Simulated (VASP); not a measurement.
# WSe2 in VASP: notebook, part 2 of 2

VASP 6.6.1. The steps go on from the part before.

### Step 4. Relaxation of cell and atoms, PBEsol+D3(BJ)

INCAR

```
SYSTEM = WSe2
PREC = Accurate ; ENCUT = 600
EDIFF = 1E-7 ; ISMEAR = 0
SIGMA = 0.02 ; LREAL = .FALSE.
LASPH = .TRUE. ; NELM = 60
ALGO = Normal ; ISIF = 3
LWAVE = .FALSE. ; LCHARG = .FALSE.
GGA = PS ; IVDW = 12
IBRION = 2 ; NSW = 100
EDIFFG = -0.005
```

KPOINTS

```
Automatic mesh
0
G
  9 9 2
  0 0 0
```

POSCAR

```
WSe2
1.0
    3.3179375931      0.0000000000      0.0000000000
   -1.6589687966      2.8734182438      0.0000000000
    0.0000000000      0.0000000000     16.6581424200
W Se
1 2
Direct
    0.0000000000      0.0000000000      0.0000000000
    0.3333333300      0.6666666700      0.0997865200
    0.3333333300      0.6666666700      0.9002134800
```

Potentials or basis: VASP PAW PBE potentials, release 64 (W_sv, Se).

On the command line:

```bash
> cat potpaw_PBE.64/W_sv/POTCAR potpaw_PBE.64/Se/POTCAR > POTCAR
> mpirun -np 1 vasp_std > vasp.out
```

OUTCAR:

```text
SYSTEM = WSe2
   PREC = Accurate
   ENCUT = 600
   EDIFF = 1E-7
   ISMEAR = 0
   LREAL = .FALSE.
   LASPH = .TRUE.
   NELM = 60
   ISIF = 3
   GGA = PS
   IVDW = 12
   IBRION = 2
   NSW = 100
   EDIFFG = -0.005
 IVDW          = 12

 ion  position               nearest neighbor table
   1  0.000  0.000  0.000-   2 2.54   3 2.54   2 2.54   3 2.54   2 2.54   3 2.54
   2  0.333  0.667  0.100-   1 2.54   1 2.54   1 2.54
   3  0.333  0.667  0.900-   1 2.54   1 2.54   1 2.54

  LATTYP: Found a hexagonal cell.
 ALAT       =     3.3179375931
 C/A-ratio  =     5.0206316281

  Lattice vectors:

 A1 = (   3.3179375931,   0.0000000000,   0.0000000000)
 A2 = (  -1.6589687966,   2.8734182438,   0.0000000000)
 A3 = (   0.0000000000,   0.0000000000,  16.6581424200)

Analysis of symmetry for initial positions (statically):
=====================================================================
 Subroutine PRICEL returns:
 Original cell was already a primitive cell.

 Routine SETGRP: Setting up the symmetry group for a
 hexagonal supercell.

 Subroutine GETGRP returns: Found 12 space group operations
 (whereof 12 operations were pure point group operations)
 out of a pool of 24 trial point group operations.

The static configuration has the point symmetry D_3h.

Analysis of symmetry for dynamics (positions and initial velocities):
=====================================================================
 Subroutine PRICEL returns:
 Original cell was already a primitive cell.

 Routine SETGRP: Setting up the symmetry group for a
 hexagonal supercell.

 Subroutine GETGRP returns: Found 12 space group operations
 (whereof 12 operations were pure point group operations)
 out of a pool of 24 trial point group operations.

The dynamic configuration has the point symmetry D_3h.

 Subroutine INISYM returns: Found 12 space group operations
 (whereof 12 operations are pure point group operations),
 and found     1 'primitive' translations

----------------------------------------------------------------------------------------

                                     Primitive cell

  volume of cell :     158.8158

  direct lattice vectors                    reciprocal lattice vectors
     3.317937593  0.000000000  0.000000000     0.301392046  0.174008779  0.000000000
    -1.658968797  2.873418244  0.000000000     0.000000000  0.348017558  0.000000000
     0.000000000  0.000000000 16.658142420     0.000000000  0.000000000  0.060030703

  length of vectors
     3.317937593  3.317937593 16.658142420     0.348017558  0.348017558  0.060030703

  position of ions in fractional coordinates (direct lattice)
     0.000000000  0.000000000  0.000000000
     0.333333330  0.666666670  0.099786520
     0.333333330  0.666666670  0.900213480

  ion indices of the primitive-cell ions
   primitive index   ion index
                 1           1
                 2           2
                 3           3

----------------------------------------------------------------------------------------

 KPOINTS: Automatic mesh

Automatic generation of k-mesh.
 Grid dimensions read from file:
 generate k-points for:    9    9    2

 Generating k-lattice:

  Cartesian coordinates                     Fractional coordinates (reciprocal lattice)
     0.033488005  0.019334309  0.000000000     0.111111111  0.000000000  0.000000000
     0.000000000  0.038668618  0.000000000     0.000000000  0.111111111  0.000000000
     0.000000000  0.000000000  0.030015351     0.000000000  0.000000000  0.500000000

  Length of vectors
     0.038668618  0.038668618  0.030015351

  Shift w.r.t. Gamma in fractional coordinates (k-lattice)
     0.000000000  0.000000000  0.000000000

 Subroutine IBZKPT returns following result:
 ===========================================

 Found     24 irreducible k-points:

 Following reciprocal coordinates:
            Coordinates               Weight
  0.000000  0.000000  0.000000      1.000000
  0.111111 -0.000000  0.000000      6.000000
  0.222222  0.000000  0.000000      6.000000
  0.333333 -0.000000  0.000000      6.000000
  0.444444  0.000000  0.000000      6.000000
  0.111111  0.111111  0.000000      6.000000
[... 16 lines left out ...]
  0.333333  0.222222  0.500000     12.000000
  0.333333  0.333333  0.500000      2.000000
   k-points           NKPTS =     24   k-points in BZ     NKDIM =     24   number of bands    NBANDS=     17
   number of dos      NEDOS =    301   number of ions     NIONS =      3
   total plane-waves  NPLWV = 109760
   dimension x,y,z NGX =    28 NGY =   28 NGZ =  140
   dimension x,y,z NGXF=    56 NGYF=   56 NGZF=  280
   ions per type =               1   2
   NGX,Y,Z   is equivalent  to a cutoff of  14.03, 14.03, 13.97 a.u.
   NGXF,Y,Z  is equivalent  to a cutoff of  28.06, 28.06, 27.94 a.u.
 SYSTEM =  WSe2
   PREC   = accura    normal or accurate (medium, high low for compatibility)
   ISTART =      0    job   : 0-new  1-cont  2-samecut
   ICHARG =      2    charge: 1-file 2-atom 10-const
   ISPIN  =      1    spin polarized calculation?
   LNONCOLLINEAR =      F non collinear calculations
   LSORBIT =      F    spin-orbit coupling
   LASPH  =      T    aspherical Exc in radial PAW
   ENCUT  =  600.0 eV  44.10 Ry    6.64 a.u.   6.63  6.63 33.27*2*pi/ulx,y,z
   NELM   =     60;   NELMIN=  2; NELMDL= -5     # of ELM steps
   EDIFF  = 0.1E-06   stopping-criterion for ELM
   LREAL  =      F    real-space projection
   EDIFFG = -.5E-02   stopping-criterion for IOM
   NSW    =    100    number of steps for IOM
   IBRION =      2    ionic relax: 0-MD 1-quasi-New 2-CG
   NFREE  =      1    steps in history (QN), initial steepest desc. (CG)
   ISIF   =      3    stress and relaxation
   ISYM   =      2    0-nonsym 1-usesym 2-fastsym
   POTIM  = 0.5000    time-step for ionic-motion
   TEBEG  =    0.0;   TEEND  =   0.0 temperature during run
   PSTRESS=    0.0 pullay stress
   NELECT =      26.0000    total number of electrons
   NUPDOWN=      -1.0000    fix difference up-down
   EMIN   =  10.00;   EMAX   =-10.00  energy-range for DOS
   EFERMI =   0.00;   METHOD = LEGACY
   ISMEAR =     0;   SIGMA  =   0.02  broadening in eV -4-tet -1-fermi 0-gaus
   EFERMI_NEDOS =   21; number of points for ismear=-14 and -15
   IALGO  =     38    algorithm
   IMIX   =      4    mixing-type and parameters
     AMIX     =   0.40;   BMIX     =  1.00
     AMIX_MAG =   1.60;   BMIX_MAG =  1.00
  volume/ion in A,a.u.               =      52.94       357.25
  Fermi-wavevector in a.u.,A,eV,Ry     =   0.895574  1.692389 10.912587  0.802053
  Thomas-Fermi vector in A             =   2.017923
   LORBIT       =      0    0 simple, 1 ext, 2 COOP (PROOUT), +10 PAW based schemes
   GGA     = PS    functional components
   LHFCALC =     F    Hartree Fock is set to
   AEXX    =    0.0000 exact exchange contribution
   IVDW    =    12    specifies the selected vdW correction
   LEPSILON=     F    determine dielectric tensor
   LRPA    =     F    only Hartree local field effects (RPA)
 conjugate gradient relaxation of ions
 non-spin polarized calculation
 Gauss-broadening in eV      SIGMA  =   0.02
  energy-cutoff  :      600.00
  volume of cell :      158.82
 maximum number of plane-waves:      5382
 NGX is ok and might be reduce to    28
   NGX = 13   NGY = 13   NGZ = 67

--------------------------------------- Ionic step        1  -------------------------------------------

 number of electron      25.9999999 magnetization

 Free energy of the ion-electron system (eV)
  ---------------------------------------------------
  ext. energy  EPLUGINS =         0.00000000
  ---------------------------------------------------
  free energy    TOTEN  =       -23.21896261 eV

  energy without entropy =      -23.21896261  energy(sigma->0) =      -23.21896261

------------------------ aborting loop because EDIFF is reached ----------------------------------------

 Edisp (eV)   -0.84058

 E8    (eV) :    -0.5843
[... 108 lines left out ...]
  FREE ENERGIE OF THE ION-ELECTRON SYSTEM (eV)
  ---------------------------------------------------
  free  energy   TOTEN  =       -24.0940193549 eV

  energy  without entropy=      -24.0940193549  energy(sigma->0) =      -24.09401935

[... ionic steps 4 to 13 ...]

--------------------------------------- Ionic step       14  -------------------------------------------

 number of electron      25.9999997 magnetization

------------------------ aborting loop because EDIFF is reached ----------------------------------------
[... 77 lines left out ...]
--------------------------------------- Ionic step       16  -------------------------------------------

 number of electron      25.9999997 magnetization

 Free energy of the ion-electron system (eV)
  ---------------------------------------------------
  ext. energy  EPLUGINS =         0.00000000
  ---------------------------------------------------
  free energy    TOTEN  =       -23.22808316 eV

  energy without entropy =      -23.22808316  energy(sigma->0) =      -23.22808316

 E-fermi :  -0.4737     XC(G=0):  -4.8591

 val. band max:       -0.7446153720   @ k =   0.3333   0.3333   0.0000
 cond. band min:       0.9782499394   @ k =   0.2222   0.1111   0.0000
 fundamental gap:      1.7228653114
 Fermi energy:        -0.4736596718

 k-point     1 :       0.0000    0.0000    0.0000
  band No.  band energies     occupation
      1     -74.6600      2.00000
      2     -38.9463      2.00000
      3     -38.7664      2.00000
      4     -38.7664      2.00000
      5     -15.7275      2.00000
      6     -14.4374      2.00000
[... 503 lines left out ...]
  FREE ENERGIE OF THE ION-ELECTRON SYSTEM (eV)
  ---------------------------------------------------
  free  energy   TOTEN  =       -24.1061562508 eV

  energy  without entropy=      -24.1061562508  energy(sigma->0) =      -24.10615625

 reached required accuracy - stopping structural energy minimisation
```

OSZICAR:

```text
N       E                     dE             d eps       ncg     rms          rms(c)
DAV:   1     0.177092674438E+03    0.17709E+03   -0.12954E+04  1008   0.143E+03
DAV:   2    -0.105573543087E+02   -0.18765E+03   -0.18375E+03  1091   0.297E+02
DAV:   3    -0.240362262974E+02   -0.13479E+02   -0.13413E+02  1125   0.741E+01
[... 186 lines left out ...]
DAV:   9    -0.232280799328E+02   -0.27265E-05   -0.41101E-07   859   0.285E-03    0.426E-04
DAV:  10    -0.232280820667E+02   -0.21339E-05   -0.32725E-07   842   0.161E-03    0.390E-04
DAV:  11    -0.232280827765E+02   -0.70975E-06   -0.97521E-08   811   0.858E-04    0.197E-04
DAV:  12    -0.232280830861E+02   -0.30965E-06   -0.60112E-08   786   0.695E-04    0.155E-04
DAV:  13    -0.232280831550E+02   -0.68906E-07   -0.60553E-09   610   0.253E-04
  16 F= -.24106156E+02 E0= -.24106156E+02  d E =-.790477E-04
```

Run time: 31 min. Hardware: 1 thread of Intel Xeon 8259CL, shared host; peak memory 0.4 GiB.

Results:

| Property | Result |
| --- | --- |
| Free energy | -24.1062 eV |
| Relaxed cell | a = 3.243 Å, b = 3.243 Å, c = 16.725 Å, α = 90.00°, β = 90.00°, γ = 120.00° |
| Space group after relaxing (to 0.1 Å) | P-6m2 (No. 187) |
| Energy gained by relaxing | 15.5 meV/atom |
| Ionic steps | 16 |
| Largest force after relaxing | 0.004 eV/Å |
| Band gap on the k mesh | 1.72 eV (least direct gap 1.80 eV) |
| Dispersion energy per atom | -0.293 eV |

Forces in eV/Å, atoms in the order of the input:
```
W    0.000  0.000  0.000
Se   0.000  0.000  0.004
Se   0.000  0.000 -0.004
```

The path:
| step | energy change (eV) | largest force (eV/Å) | pressure (GPa) | volume (Å³) |
| --- | --- | --- | --- | --- |
| 1 | 0.0000 | 0.1331 | -1.59 | 158.82 |
| 2 | 0.0246 | 1.0872 | 3.11 | 146.99 |
| 3 | -0.0345 | 0.3648 | 0.26 | 153.55 |
| 4 | -0.0449 | 0.1300 | -0.11 | 152.72 |
| 5 | -0.0465 | 0.0005 | -0.02 | 152.95 |
| 6 | -0.0465 | 0.0077 | -0.02 | 152.96 |
| 7 | -0.0465 | 0.0143 | 0.01 | 152.87 |
| 8 | -0.0465 | 0.0141 | 0.01 | 152.88 |
| 9 | -0.0465 | 0.0099 | 0.01 | 152.87 |
| 10 | -0.0465 | 0.0001 | -0.01 | 152.85 |
| 11 | -0.0465 | 0.0004 | -0.01 | 152.81 |
| 12 | -0.0465 | 0.0024 | 0.01 | 152.70 |
| 13 | -0.0465 | 0.0023 | 0.01 | 152.69 |
| 14 | -0.0466 | 0.0023 | 0.00 | 152.64 |
| 15 | -0.0466 | 0.0030 | 0.00 | 152.55 |
| 16 | -0.0466 | 0.0039 | -0.01 | 152.37 |

Final structure:
```
W Se
1.0
     3.24335    0.00000    0.00000
    -1.62167    2.80882    0.00000
     0.00000    0.00000   16.72545
W Se
1 2
Direct
  0.00000 0.00000 0.00000
  0.33333 0.66667 0.10062
  0.33333 0.66667 0.89938
```

Levels at points of the mesh, in eV from the valence-band top:
| k point | band 9 | band 10 | band 11 | band 12 | band 13 | band 14 | band 15 | band 16 | band 17 |
| --- | --- | --- | --- | --- | --- | --- | --- | --- | --- |
| (0.00, 0.00, 0.00) | -2.28 | -2.28 | -1.10 | -1.10 | -0.52 | 3.14 | 3.14 | 3.31 | 3.31 |
| (0.00, 0.00, 0.50) | -2.28 | -2.28 | -1.10 | -1.10 | -0.52 | 3.14 | 3.14 | 3.31 | 3.31 |

Caveat: there is no dipole correction, which matters where the two faces differ; the PAW data sets were made with another functional, which shifts forces and pressure a little; spin-orbit coupling is left out, which moves the levels of the heavy elements.

### Step 5. Summary

```tsv
task	cell	k mesh	cutoff (eV)	smearing	gap on the mesh (eV)	largest force (eV/Å)
single point	a = 3.318, b = 3.318, c = 16.658 Å, angles 90.0, 90.0, 120.0°, 3 atoms, atomic positions A	6 × 6 × 1	520	gaussian 0.1 eV	1.51	0.13
single point	a = 3.241, b = 3.241, c = 16.641 Å, angles 90.0, 90.0, 120.0°, 3 atoms, atomic positions B	9 × 9 × 2	520	gaussian 0.02 eV	1.73	0.06
relaxation of cell and atoms	relaxed from a = 3.318, b = 3.318, c = 16.658 Å, angles 90.0, 90.0, 120.0°, 3 atoms, atomic positions A	9 × 9 × 2	600	gaussian 0.02 eV	1.72	-
```

Alike in all rows: level PBEsol+D3(BJ); potentials or basis VASP PAW PBE potentials, release 64 (W_sv, Se); no spin polarisation.

Caveats: there is no dipole correction, which matters where the two faces differ; the PAW data sets were made with another functional, which shifts forces and pressure a little; spin-orbit coupling is left out, which moves the levels of the heavy elements.

Absolute energies hang on the potentials; compare differences alone.
